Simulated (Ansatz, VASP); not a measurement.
**CdAg in VASP and in Ansatz**

```
Cd Ag
1.0
     3.26452    0.00000    0.00000
     0.00000    3.26452    0.00000
     0.00000    0.00000    3.26452
Cd Ag
1 1
Direct
  0.50000 0.50000 0.50000
  0.00000 0.00000 0.00000
```

Alike in both runs: functional LDA; k mesh 12 × 12 × 12; occupations fermi-dirac, width 0.15 eV; no spin polarisation.

Ansatz relaxed the structure, and its values are those at the end. VASP's run is a single point on that final structure, the one shown.

|  | VASP | Ansatz |
| --- | --- | --- |
| version | VASP 6.6.1 | Ansatz 0.2.0 |
| potentials or method | VASP PAW LDA potentials, release 64 (Cd, Ag), cutoff 520 eV | scalar-relativistic, plane waves, PAW |
| valence electrons in the cell | 23 | 39 |

```csv
,VASP,Ansatz,Ansatz less VASP
gap on the k mesh at the Fermi level (eV),none,none,-
pressure (GPa),0.8,0.0,-0.81
```

LDA's correlation is that of Perdew and Zunger in VASP and of Perdew and Wang (1992) in Ansatz. A gap of «none» marks a metal or a gap that the smearing closes. VASP's potentials hold 23 valence electrons a cell and Ansatz's 39, so a difference there can come from the potentials and not from the codes.
